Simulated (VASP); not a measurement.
# Si (P6/mmm) in VASP: notebook, part 2 of 2

VASP 6.6.1. Earlier steps stand in the parts before.

**3. Single point, r2SCAN (strain +0.025 along x and y, +0.025 along z)**

Contents of POSCAR:

```
Si
1.0
    2.6860563853      0.0000000000      0.0000000000
   -1.3430281927      2.3261930656      0.0000000000
    0.0000000000      0.0000000000      2.5280132497
Si
1
Direct
    0.0000000000      0.0000000000      0.0000000000
```

Contents of INCAR.step1:

```
  PREC = Accurate
  ENCUT = 520
  ISMEAR = 0
  SIGMA = 0.15
  LREAL = False
  LASPH = True
  NELM = 100
  NBANDS = 8
  GGA = PE
  ALGO = Normal
  EDIFF = 1E-4
  LWAVE = True
  LCHARG = False
```

Contents of INCAR.step2:

```
  PREC = Accurate
  ENCUT = 520
  EDIFF = 1E-7
  ISMEAR = 0
  SIGMA = 0.15
  LREAL = False
  LASPH = True
  NELM = 100
  ALGO = Normal
  ISIF = 2
  LWAVE = False
  LCHARG = False
  METAGGA = R2SCAN
  LMIXTAU = True
  NBANDS = 8
  ISTART = 1
```

Contents of KPOINTS:

```
regular mesh
0
Gamma
  24 24 20
```

Potentials or basis: VASP PAW PBE potentials, release 64 (Si).

Run with:

```bash
> cat potpaw_PBE.64/Si/POTCAR > POTCAR
> cp INCAR.step1 INCAR
> mpirun -np 1 vasp_std > vasp.out
> cp INCAR.step2 INCAR
> mpirun -np 1 vasp_std > vasp.out
```

OUTCAR:

```text
PREC = Accurate
   ENCUT = 520
   EDIFF = 1E-7
   ISMEAR = 0
   LREAL = False
   LASPH = True
   NELM = 100
   ISIF = 2
   METAGGA = R2SCAN
   ISTART = 1

 ion  position               nearest neighbor table
   1  0.000  0.000  0.000-

  LATTYP: Found a hexagonal cell.
 ALAT       =     2.6860563853
 C/A-ratio  =     0.9411616463

  Lattice vectors:

 A1 = (   2.6860563853,   0.0000000000,   0.0000000000)
 A2 = (  -1.3430281927,   2.3261930656,   0.0000000000)
 A3 = (   0.0000000000,   0.0000000000,   2.5280132497)

Analysis of symmetry for initial positions (statically):
=====================================================================
 Subroutine PRICEL returns:
 Original cell was already a primitive cell.

 Routine SETGRP: Setting up the symmetry group for a
 hexagonal supercell.

 Subroutine GETGRP returns: Found 24 space group operations
 (whereof 24 operations were pure point group operations)
 out of a pool of 24 trial point group operations.

The static configuration has the point symmetry D_6h.

Analysis of symmetry for dynamics (positions and initial velocities):
=====================================================================
 Subroutine PRICEL returns:
 Original cell was already a primitive cell.

 Routine SETGRP: Setting up the symmetry group for a
 hexagonal supercell.

 Subroutine GETGRP returns: Found 24 space group operations
 (whereof 24 operations were pure point group operations)
 out of a pool of 24 trial point group operations.

The dynamic configuration has the point symmetry D_6h.

 Subroutine INISYM returns: Found 24 space group operations
 (whereof 24 operations are pure point group operations),
 and found     1 'primitive' translations

----------------------------------------------------------------------------------------

                                     Primitive cell

  volume of cell :      15.7957

[... 108 lines left out ...]
  Fermi-wavevector in a.u.,A,eV,Ry     =   1.035734  1.957253 14.595571  1.072744
  Thomas-Fermi vector in A             =   2.170091
   LORBIT       =      0    0 simple, 1 ext, 2 COOP (PROOUT), +10 PAW based schemes
   METAGGA = R2SCAN    functional components
   LHFCALC =     F    Hartree Fock is set to
   AEXX    =    0.0000 exact exchange contribution
   IVDW    =     0    specifies the selected vdW correction
   LEPSILON=     F    determine dielectric tensor
   LRPA    =     F    only Hartree local field effects (RPA)
 non-spin polarized calculation
 Gauss-broadening in eV      SIGMA  =   0.15
  energy-cutoff  :      520.00
  volume of cell :       15.80
 maximum number of plane-waves:       438
 NGX is ok and might be reduce to    20
   NGX =  9   NGY =  9   NGZ =  9

 number of electron       4.0000000 magnetization

 Free energy of the ion-electron system (eV)
  ---------------------------------------------------
  ext. energy  EPLUGINS =         0.00000000
  ---------------------------------------------------
  free energy    TOTEN  =        -8.31281651 eV

  energy without entropy =       -8.30827519  energy(sigma->0) =       -8.31054585

 E-fermi :   8.8025     XC(G=0): -11.3435

 val. band max:        8.7752982408   @ k =   0.4583  -0.0000   0.4000
 cond. band min:       8.8141127672   @ k =   0.2917   0.2500   0.3500
 fundamental gap:      0.0388145264
 Fermi energy:         8.8024753424

 k-point     1 :       0.0000    0.0000    0.0000
  band No.  band energies     occupation
      1      -5.4713      2.00000
      2      16.5894      0.00000
      3      16.6820      0.00000
      4      19.0180      0.00000
      5      19.0180      0.00000
      6      21.4957      0.00000
      7      21.4957      0.00000
      8      27.0647      0.00000
[... 243 lines left out ...]
 k-point    24 :       0.4583    0.0417    0.0000
  band No.  band energies     occupation
      1       0.7622      2.00000
      2       2.3321      2.00000
      3      13.0193      0.00000
      4      16.5339      0.00000
      5      21.4141      0.00000
      6      24.4210      0.00000
      7      26.0323      0.00000
      8      28.6301      0.00000

 [... further k-points ...]

------------------------ aborting loop because EDIFF is reached ----------------------------------------

  FORCE on cell =-STRESS in cart. coord.  units (eV):
  Direction    XX          YY          ZZ          XY          YZ          ZX
  --------------------------------------------------------------------------------------
  -------------------------------------------------------------------------------------
  Total       -0.5165872     -0.5165872     -0.6340823      0.0000000     -0.0000000      0.0000000
  in kB      -52.3979185    -52.3979185    -64.3155453      0.0000000     -0.0000000      0.0000000
  external PRESSURE =     -56.3704608 kB  Pullay stress =       0.0000000 kB

 VOLUME and BASIS-vectors are now :
 -----------------------------------------------------------------------------
  energy-cutoff  :      520.00
  volume of cell :       15.80
      direct lattice vectors                 reciprocal lattice vectors
     2.686056385  0.000000000  0.000000000     0.372293004  0.214943466  0.000000000
    -1.343028193  2.326193066  0.000000000     0.000000000  0.429886932  0.000000000
     0.000000000  0.000000000  2.528013250     0.000000000  0.000000000  0.395567547

 POSITION                                       TOTAL-FORCE (eV/Angst)
 -----------------------------------------------------------------------------------
      0.00000      0.00000      0.00000         0.000000      0.000000      0.000000
 -----------------------------------------------------------------------------------
    total drift:                               -0.000000      0.000000      0.000000

  FREE ENERGIE OF THE ION-ELECTRON SYSTEM (eV)
  ---------------------------------------------------
  free  energy   TOTEN  =        -8.3128165087 eV

  energy  without entropy=       -8.3082751884  energy(sigma->0) =       -8.31054585
```

OSZICAR.step1:

```text
N       E                     dE             d eps       ncg     rms          rms(c)
DAV:   1    -0.231939798399E+01   -0.23194E+01   -0.17816E+03 11336   0.378E+02
DAV:   2    -0.509442825016E+01   -0.27750E+01   -0.26714E+01 15616   0.308E+01
DAV:   3    -0.511385660725E+01   -0.19428E-01   -0.19406E-01 12456   0.268E+00
DAV:   4    -0.511388244947E+01   -0.25842E-04   -0.25842E-04 17512   0.104E-01
DAV:   5    -0.511388245611E+01   -0.66357E-08   -0.63157E-08 12536   0.101E-03    0.262E+00
DAV:   6    -0.511034393734E+01    0.35385E-02   -0.26927E-03 12552   0.240E-01    0.149E+00
DAV:   7    -0.510815927412E+01    0.21847E-02   -0.58084E-03 12416   0.358E-01    0.157E-01
DAV:   8    -0.510815731204E+01    0.19621E-05   -0.15338E-04 12408   0.743E-02
   1 F= -.51081573E+01 E0= -.51058641E+01  d E =-.458644E-02
```

It took 2.4 min on 1 thread of Intel Xeon Platinum 8375C at 2.90GHz (Ice Lake), shared host; peak memory 0.18 GiB.

What came out:

```yaml
Free_energy: -8.3128 eV
Pressure: -5.6 GPa
Band_gap_on_the_k_mesh: zero (band 2 reaches 16.59 eV, above the bottom of band 3 at 4.30 eV)
```

Caveat: the cell differs from its parent crystal (strain +0.025 along x and y, +0.025 along z); the PAW data sets were made with another functional, which shifts forces and pressure a little.

**4. Single point, r2SCAN (strain +0.050 along x and y, +0.000 along z)**

Contents of POSCAR:

```
Si
1.0
    2.7515699556      0.0000000000      0.0000000000
   -1.3757849778      2.3829294819      0.0000000000
    0.0000000000      0.0000000000      2.4663543900
Si
1
Direct
    0.0000000000      0.0000000000      0.0000000000
```

Contents of INCAR.step1:

```
PREC     = Accurate       # precision mode
ENCUT    = 520            # plane-wave cutoff, eV
ISMEAR   = 0              # smearing method
SIGMA    = 0.15           # smearing width, eV
LREAL    = False          # projectors in reciprocal space
LASPH    = True           # aspherical terms in the spheres
NELM     = 60             # most SCF steps
NBANDS   = 8              # bands
GGA      = PE             # functional
ALGO     = Normal         # electronic algorithm
EDIFF    = 1E-4           # SCF threshold, eV
LWAVE    = True           # write WAVECAR
LCHARG   = False          # write CHGCAR
```

Contents of INCAR.step2:

```
PREC     = Accurate       # precision mode
ENCUT    = 520            # plane-wave cutoff, eV
EDIFF    = 1E-7           # SCF threshold, eV
ISMEAR   = 0              # smearing method
SIGMA    = 0.15           # smearing width, eV
LREAL    = False          # projectors in reciprocal space
LASPH    = True           # aspherical terms in the spheres
NELM     = 60             # most SCF steps
ALGO     = Normal         # electronic algorithm
ISIF     = 2              # what is computed and relaxed
LWAVE    = False          # write WAVECAR
LCHARG   = False          # write CHGCAR
METAGGA  = R2SCAN         # meta-GGA
LMIXTAU  = True         
NBANDS   = 8              # bands
ISTART   = 1
```

KPOINTS is that of step 3.

Run with:

```bash
> cat potpaw_PBE.64/Si/POTCAR > POTCAR
> cp INCAR.step1 INCAR
> mpirun -np 1 vasp_std > vasp.out
> cp INCAR.step2 INCAR
> mpirun -np 1 vasp_std > vasp.out
```

Wall time 2.4 min (1 thread of Intel Xeon Platinum 8375C at 2.90GHz (Ice Lake), shared host); peak memory 0.18 GiB.

It converged, with:

| Property | Result |
| --- | --- |
| Free energy | -8.2887 eV |
| Pressure | -6.8 GPa |
| Band gap on the k mesh | zero (band 2 reaches 16.64 eV, above the bottom of band 3 at 4.03 eV) |

Stress tensor (GPa, compression positive):
```
-8.89  0.00  0.00
 0.00 -8.89  0.00
 0.00  0.00 -2.76
```

Levels at points of the mesh, in eV from the Fermi level:
```tsv
k point	band 1	band 2	band 3	band 4	band 5
(0.00, 0.00, 0.00)	-14.07	8.10	9.04	9.04	9.24
(0.50, 0.00, 0.00)	-8.18	-6.66	4.39	6.37	13.54
(0.00, 0.00, 0.50)	-8.79	-6.91	13.03	13.03	15.22
(0.50, 0.00, 0.50)	-2.52	-2.52	-1.92	2.14	8.42
```

Caveat: the cell differs from its parent crystal (strain +0.050 along x and y, +0.000 along z); the PAW data sets were made with another functional, which shifts forces and pressure a little.

**5. Overview**

```tsv
cell	gap on the mesh (eV)	pressure (GPa)
a = 2.752, b = 2.752, c = 2.405 Å, angles 90.0, 90.0, 120.0°, 1 atom	none	-3.8
a = 2.686, b = 2.686, c = 2.528 Å, angles 90.0, 90.0, 120.0°, 1 atom	none	-5.6
a = 2.752, b = 2.752, c = 2.466 Å, angles 90.0, 90.0, 120.0°, 1 atom	none	-6.8
```

Alike in all rows: task single point; level r2SCAN; potentials or basis VASP PAW PBE potentials, release 64 (Si); no spin polarisation; k mesh 24 × 24 × 20; cutoff (eV) 520; smearing gaussian 0.15 eV.

Caveats: the PAW data sets were made with another functional, which shifts forces and pressure a little.

Absolute energies hang on the potentials; compare differences alone.
